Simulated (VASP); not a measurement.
Runs of VASP 6.6.1 on Ir. The structure is that of space group Fm-3m (No. 225), or close to it. The cells are those of the table. 

| task | cell | k mesh for the DOS | occupations for the DOS | gap on the mesh (eV) | pressure (GPa) |
| --- | --- | --- | --- | --- | --- |
| single point | a = 2.738 Å, angles 60.0°, 1 atom | - | - | none | 0.5 |
| single point | a = 2.431 Å, angles 60.0°, 1 atom | - | - | none | 304.4 |
| single point | a = 2.643 Å, angles 60.0°, 1 atom | - | - | none | (a) |
| single point | a = 2.541 Å, angles 60.0°, 1 atom | - | - | none | 138.0 |

Alike in all rows: level PBE; potentials or basis VASP PAW PBE potentials, release 64 (Ir); no spin polarisation; k mesh 17 × 17 × 17; cutoff (eV) 520; smearing fermi-dirac 0.1 eV.

**Question.** Estimate the missing entries.

**Answer.** (a) 48.8.

Caveats: spin-orbit coupling is left out, which moves the levels of the heavy elements.

A k mesh can miss the band edges, and the runs leave out spin-orbit coupling on Ir.

A gap of «none» marks levels without a gap at the run's occupations.
